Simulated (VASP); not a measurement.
# CsAs (Pm-3m) in VASP: notebook

The runs below take CsAs through single point, relaxation of cell and atoms, with LDA.

Program: VASP 6.6.1. These are calculated values, not measurements. Logs are shortened: lines on timing, memory, paths and dates and some standing lists are left out, and cuts for length are marked.

**1. The cell of the first run**

Symmetry: Pm-3m, No. 221, cubic system. Conventional cell: a = 3.741 Å, b = 3.741 Å, c = 3.741 Å, α = 90.00°, β = 90.00°, γ = 90.00°. Within 4.3 Å of Cs (site symmetry m-3m) lie 8 As at 3.24 Å and 6 Cs at 3.74 Å. Within 4.3 Å of As (site symmetry m-3m) lie 8 Cs at 3.24 Å and 6 As at 3.74 Å.

**2. Single point, LDA**

File INCAR:

```
SYSTEM = CsAs
PREC = Accurate ; ENCUT = 520
EDIFF = 1E-7 ; ISMEAR = -1
SIGMA = 0.05 ; LREAL = .FALSE.
LASPH = .TRUE. ; NELM = 60
ALGO = Normal ; ISIF = 2
LWAVE = .FALSE. ; LCHARG = .TRUE.
LELF = .TRUE. ; LVHAR = .TRUE.
NBANDS = 14
```

File KPOINTS:

```
regular mesh
0
G
  6 6 6
  0 0 0
```

File POSCAR:

```
CsAs
1.0
    3.7407152952      0.0000000000      0.0000000000
    0.0000000000      3.7407152952      0.0000000000
    0.0000000000      0.0000000000      3.7407152952
Cs As
1 1
Direct
    0.0000000000      0.0000000000      0.0000000000
    0.5000000000      0.5000000000      0.5000000000
```

Potentials or basis: VASP PAW LDA potentials, release 64 (Cs_sv, As).

On the command line:

```bash
$ cat potpaw_LDA.64/Cs_sv/POTCAR potpaw_LDA.64/As/POTCAR > POTCAR
$ mpirun -np 1 vasp_std > vasp.out
```

OUTCAR:

```text
SYSTEM = CsAs
   PREC = Accurate
   ENCUT = 520
   EDIFF = 1E-7
   ISMEAR = -1
   LREAL = .FALSE.
   LASPH = .TRUE.
   NELM = 60
   ISIF = 2

 ion  position               nearest neighbor table
   1  0.000  0.000  0.000-
   2  0.500  0.500  0.500-

  LATTYP: Found a simple cubic cell.
 ALAT       =     3.7407152952

  Lattice vectors:

 A1 = (   3.7407152952,   0.0000000000,   0.0000000000)
 A2 = (   0.0000000000,   3.7407152952,   0.0000000000)
 A3 = (   0.0000000000,   0.0000000000,   3.7407152952)

Analysis of symmetry for initial positions (statically):
=====================================================================
 Subroutine PRICEL returns:
 Original cell was already a primitive cell.

 Routine SETGRP: Setting up the symmetry group for a
 simple cubic supercell.

 Subroutine GETGRP returns: Found 48 space group operations
 (whereof 48 operations were pure point group operations)
 out of a pool of 48 trial point group operations.

The static configuration has the point symmetry O_h .

Analysis of symmetry for dynamics (positions and initial velocities):
=====================================================================
 Subroutine PRICEL returns:
 Original cell was already a primitive cell.

 Routine SETGRP: Setting up the symmetry group for a
 simple cubic supercell.

 Subroutine GETGRP returns: Found 48 space group operations
 (whereof 48 operations were pure point group operations)
 out of a pool of 48 trial point group operations.

The dynamic configuration has the point symmetry O_h .

 Subroutine INISYM returns: Found 48 space group operations
 (whereof 48 operations are pure point group operations),
 and found     1 'primitive' translations

----------------------------------------------------------------------------------------

                                     Primitive cell

  volume of cell :      52.3436

  direct lattice vectors                    reciprocal lattice vectors
     3.740715295  0.000000000  0.000000000     0.267328551  0.000000000  0.000000000
     0.000000000  3.740715295  0.000000000     0.000000000  0.267328551  0.000000000
     0.000000000  0.000000000  3.740715295     0.000000000  0.000000000  0.267328551

  length of vectors
     3.740715295  3.740715295  3.740715295     0.267328551  0.267328551  0.267328551

  position of ions in fractional coordinates (direct lattice)
     0.000000000  0.000000000  0.000000000
     0.500000000  0.500000000  0.500000000

[... 80 lines left out ...]
   TEBEG  =    0.0;   TEEND  =   0.0 temperature during run
   PSTRESS=    0.0 pullay stress
   NELECT =      14.0000    total number of electrons
   NUPDOWN=      -1.0000    fix difference up-down
   EMIN   =  10.00;   EMAX   =-10.00  energy-range for DOS
   EFERMI =   0.00;   METHOD = LEGACY
   ISMEAR =    -1;   SIGMA  =   0.05  broadening in eV -4-tet -1-fermi 0-gaus
   EFERMI_NEDOS =   21; number of points for ismear=-14 and -15
   IALGO  =     38    algorithm
   IMIX   =      4    mixing-type and parameters
     AMIX     =   0.40;   BMIX     =  1.00
     AMIX_MAG =   1.60;   BMIX_MAG =  1.00
  volume/ion in A,a.u.               =      26.17       176.62
  Fermi-wavevector in a.u.,A,eV,Ry     =   1.054782  1.993250 15.137377  1.112566
  Thomas-Fermi vector in A             =   2.189956
   LORBIT       =      0    0 simple, 1 ext, 2 COOP (PROOUT), +10 PAW based schemes
   GGA     = CA    functional components
   LHFCALC =     F    Hartree Fock is set to
   AEXX    =    0.0000 exact exchange contribution
   IVDW    =     0    specifies the selected vdW correction
   LEPSILON=     F    determine dielectric tensor
   LRPA    =     F    only Hartree local field effects (RPA)
 non-spin polarized calculation
  energy-cutoff  :      520.00
  volume of cell :       52.34
 maximum number of plane-waves:      1434
 NGX is ok and might be reduce to    28
   NGX = 13   NGY = 13   NGZ = 13

 number of electron      14.0000003 magnetization

 Free energy of the ion-electron system (eV)
  ---------------------------------------------------
  ext. energy  EPLUGINS =         0.00000000
  ---------------------------------------------------
  free energy    TOTEN  =        -5.48502367 eV

  energy without entropy =       -5.45726450  energy(sigma->0) =       -5.47114408

 E-fermi :   4.3359     XC(G=0): -10.2046

 val. band max:        4.2856636954   @ k =   0.3333   0.3333   0.0000
 cond. band min:       4.3618438629   @ k =   0.3333   0.1667   0.0000
 fundamental gap:      0.0761801675
 Fermi energy:         4.3359125969

 k-point     1 :       0.0000    0.0000    0.0000
  band No.  band energies     occupation
      1     -17.3440      2.00000
      2      -6.0124      2.00000
      3      -3.5596      2.00000
      4      -3.5596      2.00000
      5      -3.5596      2.00000
      6       5.5574      0.00000
      7       5.5574      0.00000
      8       5.5574      0.00000
      9       6.0995      0.00000
     10       6.0995      0.00000
     11      10.8690      0.00000
     12      12.6846      0.00000
     13      12.6846      0.00000
     14      12.6846      0.00000
[... 309 lines left out ...]
      1     -16.6372      2.00000
      2      -4.9160      2.00000
      3      -4.6476      2.00000
      4      -4.6476      2.00000
      5      -4.6476      2.00000
      6       1.2789      2.00000
      7       1.2789      2.00000
      8       1.2789      2.00000
      9      14.0539      0.00000
     10      14.0539      0.00000
     11      14.0539      0.00000
     12      15.2027      0.00000
     13      15.2027      0.00000
     14      15.2027      0.00000

------------------------ aborting loop because EDIFF is reached ----------------------------------------

  FORCE on cell =-STRESS in cart. coord.  units (eV):
  Direction    XX          YY          ZZ          XY          YZ          ZX
  --------------------------------------------------------------------------------------
  -------------------------------------------------------------------------------------
  Total        3.4433455      3.4433455      3.4433455      0.0000000      0.0000000      0.0000000
  in kB      105.3967494    105.3967494    105.3967494      0.0000000      0.0000000      0.0000000
  external PRESSURE =     105.3967494 kB  Pullay stress =       0.0000000 kB

 VOLUME and BASIS-vectors are now :
 -----------------------------------------------------------------------------
  energy-cutoff  :      520.00
  volume of cell :       52.34
      direct lattice vectors                 reciprocal lattice vectors
     3.740715295  0.000000000  0.000000000     0.267328551  0.000000000  0.000000000
     0.000000000  3.740715295  0.000000000     0.000000000  0.267328551  0.000000000
     0.000000000  0.000000000  3.740715295     0.000000000  0.000000000  0.267328551

 POSITION                                       TOTAL-FORCE (eV/Angst)
 -----------------------------------------------------------------------------------
      0.00000      0.00000      0.00000         0.000000      0.000000      0.000000
      1.87036      1.87036      1.87036         0.000000      0.000000      0.000000
 -----------------------------------------------------------------------------------
    total drift:                                0.000000      0.000000      0.000000

  FREE ENERGIE OF THE ION-ELECTRON SYSTEM (eV)
  ---------------------------------------------------
  free  energy   TOTEN  =        -5.4850236710 eV

  energy  without entropy=       -5.4572644981  energy(sigma->0) =       -5.47114408
```

OSZICAR:

```text
N       E                     dE             d eps       ncg     rms          rms(c)
DAV:   1     0.545256637462E+02    0.54526E+02   -0.60329E+03   560   0.875E+02
DAV:   2    -0.221124346234E+01   -0.56737E+02   -0.53051E+02   754   0.141E+02
DAV:   3    -0.560049376964E+01   -0.33893E+01   -0.33706E+01   734   0.342E+01
DAV:   4    -0.561917798820E+01   -0.18684E-01   -0.18682E-01   650   0.292E+00
DAV:   5    -0.561923825344E+01   -0.60265E-04   -0.60264E-04   722   0.179E-01    0.156E+00
DAV:   6    -0.550793502838E+01    0.11130E+00   -0.13247E-01   632   0.205E+00    0.856E-01
DAV:   7    -0.548627951639E+01    0.21656E-01   -0.74821E-02   688   0.151E+00    0.284E-01
DAV:   8    -0.548509346918E+01    0.11860E-02   -0.51392E-03   638   0.458E-01    0.573E-02
DAV:   9    -0.548502326008E+01    0.70209E-04   -0.25957E-04   716   0.113E-01    0.627E-02
DAV:  10    -0.548503311683E+01   -0.98567E-05   -0.39110E-05   662   0.332E-02    0.229E-02
DAV:  11    -0.548502356217E+01    0.95547E-05   -0.17495E-05   626   0.250E-02    0.399E-03
DAV:  12    -0.548502370380E+01   -0.14163E-06   -0.15564E-06   704   0.705E-03    0.179E-03
DAV:  13    -0.548502367098E+01    0.32815E-07   -0.22645E-08   418   0.847E-04
   1 F= -.54850237E+01 E0= -.54711441E+01  d E =-.277592E-01
```

stdout:

```text
POSCAR found type information on POSCAR CsAs
 POSCAR found :  2 types and       2 ions
 scaLAPACK will be used
 LDA part: xc-table for (Slater(with rela. corr.)+CA(PZ))
 , standard interpolation
 POSCAR, INCAR and KPOINTS ok, starting setup
 FFT: planning ... GRIDC
 FFT: planning ... GRID_SOFT
 FFT: planning ... GRID
 WAVECAR not read
 entering main loop
```

Run time: 8.8 s. Hardware: 1 thread of Intel Xeon 6975P-C, shared host; peak memory 0.15 GiB.

Results:

| Quantity | Value |
| --- | --- |
| Free energy | -5.4850 eV |
| Pressure | 10.5 GPa |
| Band gap on the k mesh | zero (band 7 reaches 5.56 eV, above the bottom of band 8 at 1.28 eV) |

Caveat: spin-orbit coupling is left out, which moves the levels of the heavy elements.

**3. Relaxation of cell and atoms, LDA, target pressure 10 GPa, at which the enthalpy is minimised**

This run uses another cell than the first one, of 39.61 Å³/atom, 1.514 times its volume.

File INCAR:

```
SYSTEM = CsAs
PREC     = Accurate       ! precision mode
ENCUT    = 600            ! plane-wave cutoff, eV
EDIFF    = 1E-6           ! SCF threshold, eV
ISMEAR   = -1             ! smearing method
SIGMA    = 0.05           ! smearing width, eV
LREAL    = .FALSE.        ! projectors in reciprocal space
LASPH    = .TRUE.         ! aspherical terms in the spheres
NELM     = 60             ! most SCF steps
ALGO     = Normal         ! electronic algorithm
ISIF     = 3              ! what is computed and relaxed
LWAVE    = .FALSE.        ! write WAVECAR
LCHARG   = .FALSE.        ! write CHGCAR
IBRION   = 2              ! ionic algorithm
NSW      = 60             ! ionic steps
EDIFFG   = -0.01          ! ionic threshold
PSTRESS  = 100.0
```

File KPOINTS:

```
Automatic mesh
0
G
  6 6 6
  0 0 0
```

File POSCAR:

```
CsAs
1.0
    4.2949400000      0.0000000000      0.0000000000
    0.0000000000      4.2949400000      0.0000000000
    0.0000000000      0.0000000000      4.2949400000
Cs As
1 1
Direct
    0.0000000000      0.0000000000      0.0000000000
    0.5000000000      0.5000000000      0.5000000000
```

Potentials or basis: VASP PAW LDA potentials, release 64 (Cs_sv, As).

On the command line:

```bash
$ cat potpaw_LDA.64/Cs_sv/POTCAR potpaw_LDA.64/As/POTCAR > POTCAR
$ mpirun -np 1 vasp_std > vasp.out
```

Wall time 76 s (1 thread of Intel Xeon 6975P-C, shared host); peak memory 0.19 GiB.

It converged, with:

* Free energy: -5.5174 eV
* Relaxed volume: 26.42 Å³/atom
* Relaxed cell: a = 3.752 Å, b = 3.752 Å, c = 3.752 Å, α = 90.00°, β = 90.00°, γ = 90.00°
* Space group after relaxing (to 0.05 Å): Pm-3m (No. 221)
* Energy change on relaxing (the enthalpy is what falls): +133.2 meV/atom
* Ionic steps: 15
* Pressure after relaxing: 10.0 GPa
* Band gap on the k mesh: zero (band 7 reaches 5.45 eV, above the bottom of band 8 at 1.24 eV)

Step by step:
| step | energy change (eV) | largest force (eV/Å) | pressure (GPa) | volume (Å³) |
| --- | --- | --- | --- | --- |
| 1 | 0.0000 | 0.0000 | -2.45 | 79.23 |
| 2 | 0.5723 | 0.0000 | 15.28 | 48.91 |
| 3 | 0.2783 | 0.0000 | 10.19 | 52.65 |
| 4 | 0.2496 | 0.0000 | 9.64 | 53.11 |
| 5 | 0.2502 | 0.0000 | 9.66 | 53.10 |
| 6 | 0.2517 | 0.0000 | 9.69 | 53.07 |
| 7 | 0.2517 | 0.0000 | 9.69 | 53.07 |
| 8 | 0.2518 | 0.0000 | 9.69 | 53.07 |
| 9 | 0.2519 | 0.0000 | 9.69 | 53.07 |
| 10 | 0.2521 | 0.0000 | 9.68 | 53.07 |
| 11 | 0.2526 | 0.0000 | 9.68 | 53.06 |
| 12 | 0.2535 | 0.0000 | 9.72 | 53.04 |
| 13 | 0.2553 | 0.0000 | 9.76 | 53.01 |
| 14 | 0.2590 | 0.0000 | 9.83 | 52.95 |
| 15 | 0.2664 | 0.0000 | 9.96 | 52.83 |

Final structure:
```
Cs As
1.0
     3.75237    0.00000    0.00000
     0.00000    3.75237    0.00000
     0.00000    0.00000    3.75237
Cs As
1 1
Direct
  0.00000 0.00000 0.00000
  0.50000 0.50000 0.50000
```

Levels at points of the mesh, in eV from the Fermi level:
| k point | band 5 | band 6 | band 7 | band 8 | band 9 | band 10 |
| --- | --- | --- | --- | --- | --- | --- |
| (0.00, 0.00, 0.00) | -7.88 | 1.20 | 1.20 | 1.20 | 1.80 | 1.80 |
| (0.50, 0.00, 0.00) | -6.80 | -2.75 | -0.11 | -0.11 | 3.37 | 5.81 |
| (0.50, 0.50, 0.00) | -7.26 | -0.25 | -0.25 | 0.93 | 3.11 | 4.60 |
| (0.50, 0.50, 0.50) | -8.95 | -3.01 | -3.01 | -3.01 | 9.65 | 9.65 |

Caveat: the cell is relaxed towards a set pressure, so the enthalpy falls and the energy may rise; the volume moved by over 15 % at a fixed basis, so the end points are rough; spin-orbit coupling is left out, which moves the levels of the heavy elements.
